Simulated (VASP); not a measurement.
# SiC (P6_3mc) in VASP: a series of runs

SiC is run at these levels: r2SCAN; tasks: single point, relaxation of cell and atoms.

Program: VASP 6.6.1. These are calculated values, not measurements. Logs are shortened: lines on timing, memory, paths and dates and some standing lists are left out, and cuts for length are marked.

## Step 1: The cell of the first run

Symmetry: P6_3mc, No. 186, hexagonal system. The conventional cell has a = 3.080 Å, b = 3.080 Å, c = 5.056 Å, α = 90.00°, β = 90.00°, γ = 120.00°. Within 2.5 Å of Si (site symmetry 3m) lie 4 C at 1.89 to 1.90 Å. C (site symmetry 3m) has 4 Si at 1.89 to 1.90 Å within 2.5 Å.

## Step 2: Single point, r2SCAN

Input file POSCAR:

```
SiC
1.0
    3.0798863787      0.0000000000      0.0000000000
   -1.5399431894      2.6672598448      0.0000000000
    0.0000000000      0.0000000000      5.0555449938
Si C
2 2
Direct
    0.3333333333      0.6666666667      0.4995947347
    0.6666666667      0.3333333333      0.9995947347
    0.3333333333      0.6666666667      0.8754052653
    0.6666666667      0.3333333333      0.3754052653
```

Input file INCAR.step1:

```
PREC = Accurate ; ENCUT = 520
ISMEAR = 0 ; SIGMA = 0.02
LREAL = F ; LASPH = T
NELM = 80 ; NBANDS = 16
GGA = PE ; ALGO = Normal
EDIFF = 1E-4 ; LWAVE = T
LCHARG = F
```

Input file INCAR.step2:

```
PREC = Accurate ; ENCUT = 520
EDIFF = 1E-7 ; ISMEAR = 0
SIGMA = 0.02 ; LREAL = F
LASPH = T ; NELM = 80
ALGO = Normal ; ISIF = 2
LWAVE = F ; LCHARG = F
METAGGA = R2SCAN ; LMIXTAU = T
NBANDS = 16 ; ISTART = 1
```

Input file KPOINTS:

```
Automatic mesh
0
Gamma
  12 12 6
```

Potentials or basis: VASP PAW PBE potentials, release 64 (Si, C).

Started as:

```console
cat potpaw_PBE.64/Si/POTCAR potpaw_PBE.64/C/POTCAR > POTCAR
cp INCAR.step1 INCAR
mpirun -np 1 vasp_std > vasp.out
cp INCAR.step2 INCAR
mpirun -np 1 vasp_std > vasp.out
```

OUTCAR:

```text
PREC = Accurate
   ENCUT = 520
   EDIFF = 1E-7
   ISMEAR = 0
   LREAL = F
   LASPH = T
   NELM = 80
   ISIF = 2
   METAGGA = R2SCAN
   ISTART = 1

 ion  position               nearest neighbor table
   1  0.333  0.667  0.500-   4 1.89   4 1.89   4 1.89   3 1.90   2 3.09   2 3.09   2 3.09   2 3.09
                             2 3.09   2 3.09
   2  0.667  0.333  1.000-   3 1.89   3 1.89   3 1.89   4 1.90   1 3.09   1 3.09   1 3.09   1 3.09
                             1 3.09   1 3.09
   3  0.333  0.667  0.875-   2 1.89   2 1.89   2 1.89   1 1.90
   4  0.667  0.333  0.375-   1 1.89   1 1.89   1 1.89   2 1.90

  LATTYP: Found a hexagonal cell.
 ALAT       =     3.0798863787
 C/A-ratio  =     1.6414712662

  Lattice vectors:

 A1 = (   3.0798863787,   0.0000000000,   0.0000000000)
 A2 = (  -1.5399431894,   2.6672598448,   0.0000000000)
 A3 = (   0.0000000000,   0.0000000000,   5.0555449938)

Analysis of symmetry for initial positions (statically):
=====================================================================
 Subroutine PRICEL returns:
 Original cell was already a primitive cell.

 Routine SETGRP: Setting up the symmetry group for a
 hexagonal supercell.

 Subroutine GETGRP returns: Found 12 space group operations
 (whereof  6 operations were pure point group operations)
 out of a pool of 24 trial point group operations.

The static configuration has the point symmetry C_3v.
 The point group associated with its full space group is C_6v.

Analysis of symmetry for dynamics (positions and initial velocities):
=====================================================================
 Subroutine PRICEL returns:
 Original cell was already a primitive cell.

 Routine SETGRP: Setting up the symmetry group for a
 hexagonal supercell.

 Subroutine GETGRP returns: Found 12 space group operations
 (whereof  6 operations were pure point group operations)
 out of a pool of 24 trial point group operations.

The dynamic configuration has the point symmetry C_3v.
 The point group associated with its full space group is C_6v.

 Subroutine INISYM returns: Found 12 space group operations
 (whereof  6 operations are pure point group operations),
 and found     1 'primitive' translations

----------------------------------------------------------------------------------------

                                     Primitive cell

  volume of cell :      41.5306

  direct lattice vectors                    reciprocal lattice vectors
     3.079886379  0.000000000  0.000000000     0.324687302  0.187458301  0.000000000
    -1.539943189  2.667259845  0.000000000     0.000000000  0.374916603  0.000000000
     0.000000000  0.000000000  5.055544994     0.000000000  0.000000000  0.197802611

  length of vectors
     3.079886379  3.079886379  5.055544994     0.374916603  0.374916603  0.197802611

  position of ions in fractional coordinates (direct lattice)
     0.333333333  0.666666667  0.499594735
     0.666666667  0.333333333  0.999594735
     0.333333333  0.666666667  0.875405265
     0.666666667  0.333333333  0.375405265

  ion indices of the primitive-cell ions
   primitive index   ion index
                 1           1
                 2           2
                 3           3
                 4           4

----------------------------------------------------------------------------------------

 KPOINTS: Automatic mesh

Automatic generation of k-mesh.
 Grid dimensions read from file:
 generate k-points for:   12   12    6

 Generating k-lattice:

  Cartesian coordinates                     Fractional coordinates (reciprocal lattice)
     0.027057275  0.015621525  0.000000000     0.083333333  0.000000000  0.000000000
     0.000000000  0.031243050  0.000000000     0.000000000  0.083333333  0.000000000
     0.000000000  0.000000000  0.032967102     0.000000000  0.000000000  0.166666667

  Length of vectors
     0.031243050  0.031243050  0.032967102

  Shift w.r.t. Gamma in fractional coordinates (k-lattice)
     0.000000000  0.000000000  0.000000000

 Subroutine IBZKPT returns following result:
 ===========================================

 Found     76 irreducible k-points:

 Following reciprocal coordinates:
            Coordinates               Weight
  0.000000  0.000000  0.000000      1.000000
  0.083333 -0.000000  0.000000      6.000000
  0.166667 -0.000000  0.000000      6.000000
  0.250000  0.000000  0.000000      6.000000
  0.333333 -0.000000  0.000000      6.000000
  0.416667 -0.000000  0.000000      6.000000
[... 16 lines left out ...]
  0.250000  0.000000  0.166667     12.000000
  0.333333 -0.000000  0.166667     12.000000
 [... further k-points ...]
   k-points           NKPTS =     76   k-points in BZ     NKDIM =     76   number of bands    NBANDS=     16
   number of dos      NEDOS =    301   number of ions     NIONS =      4
   total plane-waves  NPLWV =  23040
   dimension x,y,z NGX =    24 NGY =   24 NGZ =   40
   dimension x,y,z NGXF=    48 NGYF=   48 NGZF=   80
   ions per type =               2   2
   NGX,Y,Z   is equivalent  to a cutoff of  12.95, 12.95, 13.15 a.u.
   NGXF,Y,Z  is equivalent  to a cutoff of  25.91, 25.91, 26.31 a.u.
 SYSTEM =  unknown system
   PREC   = accura    normal or accurate (medium, high low for compatibility)
   ISTART =      1    job   : 0-new  1-cont  2-samecut
   ICHARG =      0    charge: 1-file 2-atom 10-const
   ISPIN  =      1    spin polarized calculation?
   LNONCOLLINEAR =      F non collinear calculations
   LSORBIT =      F    spin-orbit coupling
   LASPH  =      T    aspherical Exc in radial PAW
   ENCUT  =  520.0 eV  38.22 Ry    6.18 a.u.   5.73  5.73  9.40*2*pi/ulx,y,z
   NELM   =     80;   NELMIN=  2; NELMDL=  0     # of ELM steps
   EDIFF  = 0.1E-06   stopping-criterion for ELM
   LREAL  =      F    real-space projection
   EDIFFG = 0.1E-05   stopping-criterion for IOM
   NSW    =      0    number of steps for IOM
   IBRION =     -1    ionic relax: 0-MD 1-quasi-New 2-CG
   NFREE  =      0    steps in history (QN), initial steepest desc. (CG)
   ISIF   =      2    stress and relaxation
   ISYM   =      2    0-nonsym 1-usesym 2-fastsym
   POTIM  = 0.5000    time-step for ionic-motion
   TEBEG  =    0.0;   TEEND  =   0.0 temperature during run
   PSTRESS=    0.0 pullay stress
   NELECT =      16.0000    total number of electrons
   NUPDOWN=      -1.0000    fix difference up-down
   EMIN   =  10.00;   EMAX   =-10.00  energy-range for DOS
   EFERMI =   0.00;   METHOD = LEGACY
   ISMEAR =     0;   SIGMA  =   0.02  broadening in eV -4-tet -1-fermi 0-gaus
   EFERMI_NEDOS =   21; number of points for ismear=-14 and -15
   IALGO  =     38    algorithm
   IMIX   =      4    mixing-type and parameters
     AMIX     =   0.40;   BMIX     =  1.00
     AMIX_MAG =   1.60;   BMIX_MAG =  1.00
  volume/ion in A,a.u.               =      10.38        70.07
  Fermi-wavevector in a.u.,A,eV,Ry     =   1.191220  2.251080 19.306752  1.419006
  Thomas-Fermi vector in A             =   2.327287
   LORBIT       =      0    0 simple, 1 ext, 2 COOP (PROOUT), +10 PAW based schemes
   METAGGA = R2SCAN    functional components
   LHFCALC =     F    Hartree Fock is set to
   AEXX    =    0.0000 exact exchange contribution
   IVDW    =     0    specifies the selected vdW correction
   LEPSILON=     F    determine dielectric tensor
   LRPA    =     F    only Hartree local field effects (RPA)
 non-spin polarized calculation
 Gauss-broadening in eV      SIGMA  =   0.02
  energy-cutoff  :      520.00
  volume of cell :       41.53
 maximum number of plane-waves:      1136
 NGX is ok and might be reduce to    24
   NGX = 11   NGY = 11   NGZ = 19

 number of electron      16.0000000 magnetization

 Free energy of the ion-electron system (eV)
  ---------------------------------------------------
  ext. energy  EPLUGINS =         0.00000000
  ---------------------------------------------------
  free energy    TOTEN  =       -38.63716753 eV

  energy without entropy =      -38.63716753  energy(sigma->0) =      -38.63716753

 E-fermi :   8.2671     XC(G=0): -11.9093

 val. band max:        8.0957815021   @ k =   0.0000   0.0000   0.0000
 cond. band min:      10.7611592438   @ k =   0.3333   0.3333   0.0000
 fundamental gap:      2.6653777417
 Fermi energy:         8.2670586153

 k-point     1 :       0.0000    0.0000    0.0000
  band No.  band energies     occupation
      1      -8.2232      2.00000
      2      -4.6123      2.00000
      3      -0.8709      2.00000
      4       6.7124      2.00000
      5       6.7124      2.00000
      6       7.9829      2.00000
[... 8 lines left out ...]
     15      17.6422      0.00000
     16      20.1079      0.00000

 k-point     2 :       0.0833   -0.0000    0.0000
  band No.  band energies     occupation
      1      -8.0987      2.00000
      2      -4.5073      2.00000
      3      -0.7562      2.00000
      4       6.0149      2.00000
      5       6.4943      2.00000
      6       7.6122      2.00000
[... 8 lines left out ...]
     15      17.9680      0.00000
     16      19.1323      0.00000

 k-point     3 :       0.1667   -0.0000    0.0000
  band No.  band energies     occupation
      1      -7.7289      2.00000
      2      -4.2027      2.00000
      3      -0.4220      2.00000
      4       4.4863      2.00000
      5       5.9993      2.00000
      6       6.4445      2.00000
[... 8 lines left out ...]
     15      18.3108      0.00000
     16      18.6626      0.00000

 k-point     4 :       0.2500    0.0000    0.0000
  band No.  band energies     occupation
      1      -7.1264      2.00000
      2      -3.7408      2.00000
      3       0.0822      2.00000
      4       2.8204      2.00000
      5       4.9948      2.00000
      6       5.4603      2.00000
[... 8 lines left out ...]
     15      18.9264      0.00000
     16      19.6090      0.00000
[... 324 lines left out ...]
 k-point    22 :       0.1667   -0.0000    0.1667
  band No.  band energies     occupation
      1      -7.5903      2.00000
      2      -4.7068      2.00000
      3       0.2853      2.00000
      4       4.6133      2.00000
      5       6.0439      2.00000
      6       6.0941      2.00000
[... 8 lines left out ...]
     15      18.5080      0.00000
     16      19.0247      0.00000

 k-point    23 :       0.2500    0.0000    0.1667
  band No.  band energies     occupation
      1      -6.9904      2.00000
      2      -4.2050      2.00000
      3       0.6623      2.00000
      4       3.0353      2.00000
      5       4.5957      2.00000
      6       5.5623      2.00000
[... 8 lines left out ...]
     15      19.5876      0.00000
     16      19.6601      0.00000

 k-point    24 :       0.3333   -0.0000    0.1667
  band No.  band energies     occupation
      1      -6.1917      2.00000
      2      -3.6254      2.00000
      3       0.5138      2.00000
      4       2.2823      2.00000
      5       3.1157      2.00000
      6       5.1199      2.00000
[... 8 lines left out ...]
     15      20.2541      0.00000
     16      20.9871      0.00000

 [... further k-points ...]
[... 5 lines left out ...]
  --------------------------------------------------------------------------------------
  -------------------------------------------------------------------------------------
  Total       -0.3104242     -0.3104242     -0.2946994      0.0000000      0.0000000      0.0000000
  in kB      -11.9756242    -11.9756242    -11.3689887      0.0000000      0.0000000      0.0000000
  external PRESSURE =     -11.7734124 kB  Pullay stress =       0.0000000 kB

 VOLUME and BASIS-vectors are now :
 -----------------------------------------------------------------------------
  energy-cutoff  :      520.00
  volume of cell :       41.53
      direct lattice vectors                 reciprocal lattice vectors
     3.079886379  0.000000000  0.000000000     0.324687302  0.187458301  0.000000000
    -1.539943189  2.667259845  0.000000000     0.000000000  0.374916603  0.000000000
     0.000000000  0.000000000  5.055544994     0.000000000  0.000000000  0.197802611

 POSITION                                       TOTAL-FORCE (eV/Angst)
 -----------------------------------------------------------------------------------
     -0.00000      1.77817      2.52572        -0.000000      0.000000     -0.000231
      1.53994      0.88909      5.05350         0.000000      0.000000     -0.000231
     -0.00000      1.77817      4.42565         0.000000      0.000000      0.000231
      1.53994      0.88909      1.89788         0.000000      0.000000      0.000231
 -----------------------------------------------------------------------------------
    total drift:                               -0.000000     -0.000000      0.000429

  FREE ENERGIE OF THE ION-ELECTRON SYSTEM (eV)
  ---------------------------------------------------
  free  energy   TOTEN  =       -38.6371675311 eV

  energy  without entropy=      -38.6371675311  energy(sigma->0) =      -38.63716753
```

Run time: 2.3 min. Hardware: 1 thread of AMD EPYC 9R45 (Zen 5), shared host; peak memory 0.15 GiB.

Results:

```
Free energy            : -38.6372 eV
Pressure               : -1.2 GPa
Band gap on the k mesh : 2.67 eV, indirect (least direct gap 4.47 eV)
```

Levels at points of the mesh, in eV from the valence-band top:
| k point | band 6 | band 7 | band 8 | band 9 | band 10 | band 11 |
| --- | --- | --- | --- | --- | --- | --- |
| (0.00, 0.00, 0.00) | -0.11 | 0.00 | 0.00 | 5.34 | 6.73 | 7.16 |
| (0.50, 0.00, 0.00) | -3.47 | -3.35 | -1.26 | 3.22 | 4.66 | 7.43 |
| (0.00, 0.00, 0.50) | -0.75 | -0.75 | -0.75 | 6.46 | 6.46 | 7.87 |
| (0.50, 0.00, 0.50) | -2.55 | -2.44 | -2.44 | 3.71 | 3.71 | 5.77 |

Caveat: the PAW data sets were made with another functional, which shifts forces and pressure a little. A k mesh can miss the band edges.

[end of part 1 of 2]
